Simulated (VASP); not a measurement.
RbBr, 2 atoms in the cell. It takes space group Fm-3m (No. 225, cubic). Conventional cell: a = 6.922 Å, b = 6.922 Å, c = 6.922 Å, α = 90.00°, β = 90.00°, γ = 90.00°. Within 4.5 Å of Rb (site symmetry m-3m) lie 6 Br at 3.46 Å. Within 4.5 Å of Br (site symmetry m-3m) lie 6 Rb at 3.46 Å. 

```yaml
Program: VASP 6.6.1
Task: single point
Functional: LDA
Potentials_or_basis: VASP PAW LDA potentials, release 64 (Rb_sv, Br)
Cutoff: 520 eV
k_mesh: 4 × 4 × 4
Occupations: gaussian, width 0.01 eV
Spin: no spin polarisation
Dipole_correction: no
Further_INCAR_settings: ALGO = Normal; EDIFF = 1e-06; NBANDS = 15
```

Potentials or basis: VASP PAW LDA potentials, release 64 (Rb_sv, Br).

The run is started by

```console
$ cat potpaw_LDA.64/Rb_sv/POTCAR potpaw_LDA.64/Br/POTCAR > POTCAR
$ mpirun -np 1 vasp_std > vasp.out
```

Hardware: 1 thread of AMD EPYC 7R13 Processor (Zen 3), with other jobs on the host.

Task: How long does it take, and how much memory?

Result: Wall time 23 s on 1 thread of AMD EPYC 7R13 Processor (Zen 3), with other jobs on the host, peak memory 0.14 GiB. Counts: scf iterations 12, k points 8.
